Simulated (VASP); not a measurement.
# IrRh5 (P4/mmm) in VASP: a series of runs, part 2 of 2

VASP 6.6.1. The steps go on from the part before.

**3. Single point, PBE**

This run uses another cell than the first one, of 14.12 Å³/atom.

Contents of INCAR:

```
SYSTEM = IrRh5
PREC = Accurate ; ENCUT = 520
EDIFF = 1E-7 ; ISMEAR = 0
SIGMA = 0.1 ; LREAL = .False.
LASPH = .True. ; NELM = 100
ALGO = Normal ; ISIF = 2
LWAVE = .False. ; LCHARG = .False.
GGA = PE ; NBANDS = 51
```

Contents of KPOINTS:

```
Automatic mesh
0
Gamma
  6 6 2
  0 0 0
```

Contents of POSCAR:

```
IrRh5
1.0
    2.7262624281      0.0000000000      0.0000000000
    0.0000000000      2.7262624281      0.0000000000
    0.0000000000      0.0000000000     11.4011387998
Ir Rh
1 5
Direct
    0.0000000000      0.0000000000      0.0000000000
    0.0000000000      0.0000000000      0.6653861630
    0.5000000000      0.5000000000      0.8339472674
    0.5000000000      0.5000000000      0.1660527326
    0.0000000000      0.0000000000      0.3346138370
    0.5000000000      0.5000000000      0.5000000000
```

Potentials or basis: VASP PAW PBE potentials, release 64 (Ir, Rh_pv).

Command:

```sh
> cat potpaw_PBE.64/Ir/POTCAR potpaw_PBE.64/Rh_pv/POTCAR > POTCAR
> mpirun -np 1 vasp_std > vasp.out
```

OUTCAR:

```text
SYSTEM = IrRh5
   PREC = Accurate
   ENCUT = 520
   EDIFF = 1E-7
   ISMEAR = 0
   LREAL = .False.
   LASPH = .True.
   NELM = 100
   ISIF = 2
   GGA = PE

 ion  position               nearest neighbor table
   1  0.000  0.000  0.000-   3 2.70   4 2.70   3 2.70   4 2.70   3 2.70   4 2.70   3 2.70   4 2.70

   2  0.000  0.000  0.665-   6 2.70   6 2.70   6 2.70   6 2.70   3 2.72   3 2.72   3 2.72   3 2.72

   3  0.500  0.500  0.834-   1 2.70   1 2.70   1 2.70   1 2.70   2 2.72   2 2.72   2 2.72   2 2.72

   4  0.500  0.500  0.166-   1 2.70   1 2.70   1 2.70   1 2.70   5 2.72   5 2.72   5 2.72   5 2.72

   5  0.000  0.000  0.335-   6 2.70   6 2.70   6 2.70   6 2.70   4 2.72   4 2.72   4 2.72   4 2.72

   6  0.500  0.500  0.500-   2 2.70   5 2.70   2 2.70   5 2.70   2 2.70   5 2.70   2 2.70   5 2.70

  LATTYP: Found a simple tetragonal cell.
 ALAT       =     2.7262624281
 C/A-ratio  =     4.1819667404

  Lattice vectors:

 A1 = (   2.7262624281,   0.0000000000,   0.0000000000)
 A2 = (   0.0000000000,   2.7262624281,   0.0000000000)
 A3 = (   0.0000000000,   0.0000000000,  11.4011387998)

Analysis of symmetry for initial positions (statically):
=====================================================================
 Subroutine PRICEL returns:
 Original cell was already a primitive cell.

 Routine SETGRP: Setting up the symmetry group for a
 simple tetragonal supercell.

 Subroutine GETGRP returns: Found 16 space group operations
 (whereof 16 operations were pure point group operations)
 out of a pool of 16 trial point group operations.

The static configuration has the point symmetry D_4h.

Analysis of symmetry for dynamics (positions and initial velocities):
=====================================================================
 Subroutine PRICEL returns:
 Original cell was already a primitive cell.

 Routine SETGRP: Setting up the symmetry group for a
 simple tetragonal supercell.

 Subroutine GETGRP returns: Found 16 space group operations
 (whereof 16 operations were pure point group operations)
 out of a pool of 16 trial point group operations.

The dynamic configuration has the point symmetry D_4h.

 Subroutine INISYM returns: Found 16 space group operations
 (whereof 16 operations are pure point group operations),
 and found     1 'primitive' translations

----------------------------------------------------------------------------------------

                                     Primitive cell

  volume of cell :      84.7390

  direct lattice vectors                    reciprocal lattice vectors
     2.726262428  0.000000000  0.000000000     0.366802546  0.000000000  0.000000000
     0.000000000  2.726262428  0.000000000     0.000000000  0.366802546  0.000000000
     0.000000000  0.000000000 11.401138800     0.000000000  0.000000000  0.087710536

  length of vectors
     2.726262428  2.726262428 11.401138800     0.366802546  0.366802546  0.087710536

  position of ions in fractional coordinates (direct lattice)
     0.000000000  0.000000000  0.000000000
     0.000000000  0.000000000  0.665386163
[... 35 lines left out ...]
 Subroutine IBZKPT returns following result:
 ===========================================

 Found     20 irreducible k-points:

 Following reciprocal coordinates:
            Coordinates               Weight
  0.000000  0.000000  0.000000      1.000000
  0.166667  0.000000  0.000000      4.000000
  0.333333  0.000000  0.000000      4.000000
  0.500000  0.000000  0.000000      2.000000
  0.166667  0.166667  0.000000      4.000000
  0.333333  0.166667  0.000000      8.000000
[... 12 lines left out ...]
  0.500000  0.333333  0.500000      4.000000
  0.500000  0.500000  0.500000      1.000000
   k-points           NKPTS =     20   k-points in BZ     NKDIM =     20   number of bands    NBANDS=     51
   number of dos      NEDOS =    301   number of ions     NIONS =      6
   total plane-waves  NPLWV =  36000
   dimension x,y,z NGX =    20 NGY =   20 NGZ =   90
   dimension x,y,z NGXF=    40 NGYF=   40 NGZF=  180
   ions per type =               1   5
   NGX,Y,Z   is equivalent  to a cutoff of  12.20, 12.20, 13.12 a.u.
   NGXF,Y,Z  is equivalent  to a cutoff of  24.39, 24.39, 26.25 a.u.
 SYSTEM =  IrRh5
   PREC   = accura    normal or accurate (medium, high low for compatibility)
   ISTART =      0    job   : 0-new  1-cont  2-samecut
   ICHARG =      2    charge: 1-file 2-atom 10-const
   ISPIN  =      1    spin polarized calculation?
   LNONCOLLINEAR =      F non collinear calculations
   LSORBIT =      F    spin-orbit coupling
   LASPH  =      T    aspherical Exc in radial PAW
   ENCUT  =  520.0 eV  38.22 Ry    6.18 a.u.   5.07  5.07 21.20*2*pi/ulx,y,z
   NELM   =    100;   NELMIN=  2; NELMDL= -5     # of ELM steps
   EDIFF  = 0.1E-06   stopping-criterion for ELM
   LREAL  =      F    real-space projection
   EDIFFG = 0.1E-05   stopping-criterion for IOM
   NSW    =      0    number of steps for IOM
   IBRION =     -1    ionic relax: 0-MD 1-quasi-New 2-CG
   NFREE  =      0    steps in history (QN), initial steepest desc. (CG)
   ISIF   =      2    stress and relaxation
   ISYM   =      2    0-nonsym 1-usesym 2-fastsym
   POTIM  = 0.5000    time-step for ionic-motion
   TEBEG  =    0.0;   TEEND  =   0.0 temperature during run
   PSTRESS=    0.0 pullay stress
   NELECT =      84.0000    total number of electrons
   NUPDOWN=      -1.0000    fix difference up-down
   EMIN   =  10.00;   EMAX   =-10.00  energy-range for DOS
   EFERMI =   0.00;   METHOD = LEGACY
   ISMEAR =     0;   SIGMA  =   0.10  broadening in eV -4-tet -1-fermi 0-gaus
   EFERMI_NEDOS =   21; number of points for ismear=-14 and -15
   IALGO  =     38    algorithm
   IMIX   =      4    mixing-type and parameters
     AMIX     =   0.40;   BMIX     =  1.00
     AMIX_MAG =   1.60;   BMIX_MAG =  1.00
  volume/ion in A,a.u.               =      14.12        95.31
  Fermi-wavevector in a.u.,A,eV,Ry     =   1.632325  3.084648 36.252537  2.664486
  Thomas-Fermi vector in A             =   2.724315
   LORBIT       =      0    0 simple, 1 ext, 2 COOP (PROOUT), +10 PAW based schemes
   GGA     = PE    functional components
   LHFCALC =     F    Hartree Fock is set to
   AEXX    =    0.0000 exact exchange contribution
   IVDW    =     0    specifies the selected vdW correction
   LEPSILON=     F    determine dielectric tensor
   LRPA    =     F    only Hartree local field effects (RPA)
 non-spin polarized calculation
 Gauss-broadening in eV      SIGMA  =   0.10
  energy-cutoff  :      520.00
  volume of cell :       84.74
 maximum number of plane-waves:      2304
   NGX = 11   NGY = 11   NGZ = 43

 number of electron      84.0000040 magnetization

 Free energy of the ion-electron system (eV)
  ---------------------------------------------------
  ext. energy  EPLUGINS =         0.00000000
  ---------------------------------------------------
  free energy    TOTEN  =       -45.14064682 eV

  energy without entropy =      -45.11762248  energy(sigma->0) =      -45.12913465

 E-fermi :  11.1428     XC(G=0): -13.8875

 val. band max:       11.0930274982   @ k =   0.1667   0.0000   0.5000
 cond. band min:      11.1453366751   @ k =   0.1667   0.0000   0.0000
 fundamental gap:      0.0523091769
 Fermi energy:        11.1428134334

 k-point     1 :       0.0000    0.0000    0.0000
  band No.  band energies     occupation
      1     -35.7590      2.00000
      2     -35.6837      2.00000
      3     -35.5717      2.00000
      4     -35.3880      2.00000
      5     -35.3880      2.00000
      6     -35.3707      2.00000
[... 1069 lines left out ...]
     50      20.4239      0.00000
     51      20.4243      0.00000

------------------------ aborting loop because EDIFF is reached ----------------------------------------

  FORCE on cell =-STRESS in cart. coord.  units (eV):
  Direction    XX          YY          ZZ          XY          YZ          ZX
  --------------------------------------------------------------------------------------
  -------------------------------------------------------------------------------------
  Total        0.1009075      0.1009075      0.0348497      0.0000000      0.0000000     -0.0000000
  in kB        1.9078767      1.9078767      0.6589102      0.0000000      0.0000000     -0.0000000
  external PRESSURE =       1.4915545 kB  Pullay stress =       0.0000000 kB

 VOLUME and BASIS-vectors are now :
 -----------------------------------------------------------------------------
  energy-cutoff  :      520.00
  volume of cell :       84.74
      direct lattice vectors                 reciprocal lattice vectors
     2.726262428  0.000000000  0.000000000     0.366802546  0.000000000  0.000000000
     0.000000000  2.726262428  0.000000000     0.000000000  0.366802546  0.000000000
     0.000000000  0.000000000 11.401138800     0.000000000  0.000000000  0.087710536

 POSITION                                       TOTAL-FORCE (eV/Angst)
 -----------------------------------------------------------------------------------
      0.00000      0.00000      0.00000         0.000000     -0.000000     -0.000000
      0.00000      0.00000      7.58616        -0.000000     -0.000000     -0.005012
      1.36313      1.36313      9.50795         0.000000      0.000000     -0.011012
      1.36313      1.36313      1.89319        -0.000000      0.000000      0.011012
      0.00000      0.00000      3.81498         0.000000      0.000000      0.005012
      1.36313      1.36313      5.70057         0.000000     -0.000000     -0.000000
 -----------------------------------------------------------------------------------
    total drift:                               -0.000000     -0.000000      0.000000

  FREE ENERGIE OF THE ION-ELECTRON SYSTEM (eV)
  ---------------------------------------------------
  free  energy   TOTEN  =       -45.1406468217 eV

  energy  without entropy=      -45.1176224774  energy(sigma->0) =      -45.12913465
```

OSZICAR:

```text
N       E                     dE             d eps       ncg     rms          rms(c)
DAV:   1     0.112683601868E+04    0.11268E+04   -0.50113E+04  2128   0.188E+03
DAV:   2     0.229208538153E+01   -0.11245E+04   -0.10945E+04  2098   0.594E+02
DAV:   3    -0.473325040346E+02   -0.49625E+02   -0.46527E+02  2272   0.131E+02
DAV:   4    -0.485864124974E+02   -0.12539E+01   -0.12423E+01  2145   0.205E+01
[... 10 lines left out ...]
DAV:  15    -0.451406666682E+02    0.78528E-05   -0.10373E-04  2186   0.721E-02    0.402E-02
DAV:  16    -0.451406486434E+02    0.18025E-04   -0.42785E-05  2588   0.509E-02    0.140E-02
DAV:  17    -0.451406474848E+02    0.11585E-05   -0.34027E-06  2365   0.103E-02    0.517E-03
DAV:  18    -0.451406468564E+02    0.62847E-06   -0.24096E-07  1372   0.385E-03    0.177E-03
DAV:  19    -0.451406468217E+02    0.34686E-07   -0.82377E-08  1062   0.180E-03
   1 F= -.45140647E+02 E0= -.45129135E+02  d E =-.230243E-01
```

Wall time 2.6 min (1 thread of Intel Xeon 8259CL, shared host); peak memory 0.22 GiB.

Results:

```yaml
Free_energy: -45.1406 eV
Pressure: 0.1 GPa
Largest_force: 0.011 eV/Å
Band_gap_on_the_k_mesh: zero (bands 42 and 43 overlap by 1.53 eV)
```

Forces on the atoms (eV/Å):
```
Ir   0.000  0.000  0.000
Rh   0.000  0.000 -0.005
Rh   0.000  0.000 -0.011
Rh   0.000  0.000  0.011
Rh   0.000  0.000  0.005
Rh   0.000  0.000  0.000
```

Stress tensor (GPa, compression positive):
```
0.19 0.00 0.00
0.00 0.19 0.00
0.00 0.00 0.07
```

Caveat: the k points lie up to 0.38 Å⁻¹ apart, too coarse for converged energies and pressures of a metal; spin-orbit coupling is left out, which moves the levels of the heavy elements.

The gap in the log of VASP goes by the Fermi energy; the results here count the filled bands.